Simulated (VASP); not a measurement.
A run of VASP 6.6.1:

Contents of INCAR:

```
ALGO = Normal ; DIPOL = 0.5 0.5 0.404
EDIFF = 1E-7 ; ENCUT = 520
GGA = PE ; IDIPOL = 3
ISIF = 2 ; ISMEAR = 0
IVDW = 12 ; LASPH = True
LCHARG = False ; LDIPOL = True
LREAL = False ; LWAVE = False
NBANDS = 50 ; NELM = 80
PREC = Accurate ; SIGMA = 0.05
```

File KPOINTS:

```
k-points
0
Gamma
  7 7 1
```

Contents of POSCAR:

```
SnO
1.0
    3.8201629585      0.0000000000      0.0000000000
    0.0000000000      3.8201629585      0.0000000000
    0.0000000000      0.0000000000     22.2260830948
Sn O
4 4
Direct
    0.7500000000      0.2500000000      0.2024648239
    0.2500000000      0.7500000000      0.3087832219
    0.2500000000      0.8750000000      0.5000000000
    0.7500000000      0.3750000000      0.6063183980
    0.2500000000      0.2500000000      0.2556240229
    0.7500000000      0.7500000000      0.2556240229
    0.7500000000      0.8750000000      0.5531591990
    0.2500000000      0.3750000000      0.5531591990
```

Potentials or basis: VASP PAW PBE potentials, release 64 (Sn_d, O).

Command:

```sh
$ cat potpaw_PBE.64/Sn_d/POTCAR potpaw_PBE.64/O/POTCAR > POTCAR
$ mpirun -np 1 vasp_std > vasp.out
```

Hardware: 1 thread of Intel(R) Xeon(R) 6975P-C (Granite Rapids) (shared host).

Question: How long does it take, and how much memory?

Answer: It took 3.1 min on 1 thread of Intel(R) Xeon(R) 6975P-C (Granite Rapids), with other jobs on the host, peak memory 0.44 GiB. Counts: scf iterations 23, k points 16.
